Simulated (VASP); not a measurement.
# K3AlO2: single point with PBE

K3AlO2:

```
CELL_PARAMETERS angstrom
4.17515 2.41053 2.95349
-4.17515 2.41053 2.95349
0.00000 -4.82105 2.95349
ATOMIC_POSITIONS crystal
K 0.00000 0.00000 0.50000
K 0.50000 0.00000 0.00000
K 0.00000 0.50000 0.00000
Al 0.50000 0.50000 0.50000
O 0.30688 0.30688 0.30688
O 0.69312 0.69312 0.69312
```

| Quantity | Value |
| --- | --- |
| Program | VASP 6.6.1 |
| Task | single point |
| Functional | PBE |
| Potentials or basis | VASP PAW PBE potentials, release 64 (K_sv, Al, O) |
| Cutoff | 520 eV |
| k mesh | 6 × 6 × 6 |
| Occupations | gaussian, width 0.02 eV |
| Spin | no spin polarisation |
| Dipole correction | no |
| Further INCAR settings | ALGO = Normal; EDIFF = 1e-06; NBANDS = 30 |

```yaml
Pressure: 0.1 GPa
Largest_force: 0.057 eV/Å
Band_gap_on_the_k_mesh: zero (band 21 reaches 1.76 eV, above the bottom of band 22 at 1.47 eV)
```

Forces in eV/Å, atoms in the order of the input:
```
K    0.000  0.000  0.000
K    0.000  0.000  0.000
K    0.000  0.000  0.000
Al   0.000  0.000  0.000
O    0.000  0.000 -0.057
O    0.000  0.000  0.057
```

Stress tensor (GPa, compression positive):
```
0.03 0.00 0.00
0.00 0.03 0.00
0.00 0.00 0.18
```

Levels at points of the mesh, in eV from the Fermi level:
```
           k point  band 19  band 20  band 21  band 22  band 23  band 24
(0.00, 0.00, 0.00)    -3.46    -3.46    -2.04     1.22     1.71     1.71
(0.50, 0.00, 0.00)    -3.34    -3.22    -0.67    -0.13     1.48     1.96
(0.50, 0.50, 0.00)    -3.33    -3.10    -0.11     0.70     0.91     0.95
(0.50, 0.50, 0.50)    -3.41    -3.41     0.16     1.16     1.16     1.62
```

Run time: 2.8 min on 1 thread of Intel(R) Xeon(R) Platinum 8375C CPU @ 2.90GHz (Ice Lake), on a shared host, peak memory 0.33 GiB.
